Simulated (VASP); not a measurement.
Input of a VASP 6.6.1 run:

Contents of POSCAR:

```
BAs
1.0
    0.0000000000      2.3918676082      2.3918676082
    2.3918676082      0.0000000000      2.3918676082
    2.3918676082      2.3918676082      0.0000000000
B As
1 1
Direct
    0.0000000000      0.0000000000      0.0000000000
    0.2500000000      0.2500000000      0.2500000000
```

File INCAR.step1:

```
SYSTEM = BAs
ALGO     = Normal         ! electronic algorithm
EDIFF    = 1E-5           ! SCF threshold, eV
ENCUT    = 520            ! plane-wave cutoff, eV
GGA      = PE             ! functional
ISIF     = 2              ! what is computed and relaxed
ISMEAR   = 0              ! smearing method
LASPH    = .True.         ! aspherical terms in the spheres
LCHARG   = .False.        ! write CHGCAR
LREAL    = .False.        ! projectors in reciprocal space
LWAVE    = .True.         ! write WAVECAR
NBANDS   = 11             ! bands
NELM     = 60             ! most SCF steps
PREC     = Accurate       ! precision mode
SIGMA    = 0.01           ! smearing width, eV
```

INCAR.step2

```
SYSTEM = BAs
ALGO     = Normal         ! electronic algorithm
EDIFF    = 1E-7           ! SCF threshold, eV
ENCUT    = 520            ! plane-wave cutoff, eV
GGA      = PE             ! functional
HFSCREEN = 0.2079         ! screening, 1/A
ISIF     = 2              ! what is computed and relaxed
ISMEAR   = 0              ! smearing method
ISTART   = 1            
LASPH    = .True.         ! aspherical terms in the spheres
LCHARG   = .False.        ! write CHGCAR
LHFCALC  = .True.         ! exact exchange
LREAL    = .False.        ! projectors in reciprocal space
LWAVE    = .False.        ! write WAVECAR
NBANDS   = 11             ! bands
NELM     = 60             ! most SCF steps
PREC     = Accurate       ! precision mode
PRECFOCK = Normal       
SIGMA    = 0.01           ! smearing width, eV
```

Contents of KPOINTS:

```
k-points
0
Gamma
  6 6 6
  0 0 0
```

Potentials or basis: VASP PAW PBE potentials, release 64 (B, As).

The run is started by

```sh
$ cat potpaw_PBE.64/B/POTCAR potpaw_PBE.64/As/POTCAR > POTCAR
$ cp INCAR.step1 INCAR
$ mpirun -np 1 vasp_std > vasp.out
$ cp INCAR.step2 INCAR
$ mpirun -np 1 vasp_std > vasp.out
```

Q: Estimate the band gap on the k mesh.

A: 1.95 eV (least direct gap 4.11 eV).

Q: What does it give for the pressure?

A: -1.2 GPa.

Caveat: the PAW data sets were made with another functional, which shifts forces and pressure a little. A k mesh can miss the band edges.
